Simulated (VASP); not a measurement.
Runs of VASP 6.6.1 on Cr. The structure is that of space group Im-3m (No. 229), or close to it. The cells are those of the table. 

```tsv
task	cell	cutoff (eV)	gap on the mesh (eV)	pressure (GPa)
single point	a = 2.466 Å, angles 109.5°, 1 atom	520	none	-0.3
single point	a = 2.515 Å, angles 109.5°, 1 atom	520	none	-13.7
single point	a = 2.363 Å, angles 109.5°, 1 atom	520	none	(a)
relaxation of cell and atoms	relaxed from a = 2.468 Å, angles 109.5°, 1 atom	600	none	0.0
```

Alike in all rows: level PBE; potentials or basis VASP PAW PBE potentials, release 64 (Cr_pv); no spin polarisation; k mesh 20 × 20 × 20; smearing gaussian 0.1 eV.

Problem. Estimate the missing entries.

Solution. (a) 43.0.

Caveats: the run has no spin polarisation, though such a crystal can be magnetic.

A gap of «none» marks levels without a gap at the run's occupations.
